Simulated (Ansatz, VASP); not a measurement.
## MgIn2N2 in VASP and in Ansatz

```
CELL_PARAMETERS angstrom
1.64553 0.95005 7.65380
-1.64553 0.95005 7.65380
0.00000 -1.90009 7.65380
ATOMIC_POSITIONS crystal
Mg 0.00000 0.00000 0.00000
In 0.43820 0.43820 0.43820
In 0.56180 0.56180 0.56180
N 0.27619 0.27619 0.27619
N 0.72381 0.72381 0.72381
```

Alike in both runs: task single point; functional LDA; k mesh 6 × 6 × 6; no spin polarisation.

|  | VASP | Ansatz |
| --- | --- | --- |
| version | VASP 6.6.1 | Ansatz 0.2.0 |
| potentials or method | VASP PAW LDA potentials, release 64 (Mg, In_d, N) | plane waves, PAW |
| plane-wave cutoff (eV) | 520 | 420 |
| occupations | gaussian, width 0.01 eV | fixed |
| valence electrons in the cell | 38 | 46 |

|  | VASP | Ansatz | Ansatz less VASP |
| --- | --- | --- | --- |
| pressure (GPa) | -2.3 | -2.1 | +0.25 |
| traceless stress, the component that is largest in VASP (GPa) | -0.50 | -0.51 | -0.015 |
| rms of the force components (eV/Å) | 0.260 | 0.252 | -0.0072 |

LDA's correlation is that of Perdew and Zunger in VASP and of Perdew and Wang (1992) in Ansatz. Atom by atom the forces differ by 0.019 eV/Å (rms over components). VASP's potentials hold 38 valence electrons a cell and Ansatz's 46, so a difference there can come from the potentials and not from the codes.
